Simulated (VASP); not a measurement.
Sr2HfSnO6, 10 atoms in the cell. Symmetry: Fm-3m, No. 225, cubic system. The conventional cell has a = 8.247 Å, b = 8.247 Å, c = 8.247 Å, α = 90.00°, β = 90.00°, γ = 90.00°. Within 3.8 Å of Sr (site symmetry -43m) lie 12 O at 2.92 Å and 4 Hf at 3.57 Å and 4 Sn at 3.57 Å. Within 2.7 Å of Hf (site symmetry m-3m) lie 6 O at 2.06 Å. Within 2.7 Å of Sn (site symmetry m-3m) lie 6 O at 2.06 Å. Within 2.7 Å of O (site symmetry 4mm) lie 1 Hf at 2.06 Å and 1 Sn at 2.06 Å. 

```yaml
Program: VASP 6.6.1
Task: single point
Functional: PBE
Potentials_or_basis: VASP PAW PBE potentials, release 64 (Sr_sv, Hf_pv, Sn_d, O)
Cutoff: 520 eV
k_mesh: 4 × 4 × 4
Occupations: gaussian, width 0.01 eV
Spin: no spin polarisation
Dipole_correction: no
Further_INCAR_settings: ALGO = Normal; EDIFF = 1e-06; NBANDS = 51
```

Potentials or basis: VASP PAW PBE potentials, release 64 (Sr_sv, Hf_pv, Sn_d, O).

Command:

```sh
$ cat potpaw_PBE.64/Sr_sv/POTCAR potpaw_PBE.64/Hf_pv/POTCAR potpaw_PBE.64/Sn_d/POTCAR potpaw_PBE.64/O/POTCAR > POTCAR
$ mpirun -np 1 vasp_std > vasp.out
```

Hardware: 1 thread of Intel(R) Xeon(R) Platinum 8488C (Sapphire Rapids), with other jobs on the host.

Question: Estimate the wall time of this run.

Answer: It took 100 s on 1 thread of Intel(R) Xeon(R) Platinum 8488C (Sapphire Rapids), on a shared host, peak memory 0.35 GiB. Counts: scf iterations 14, k points 8.
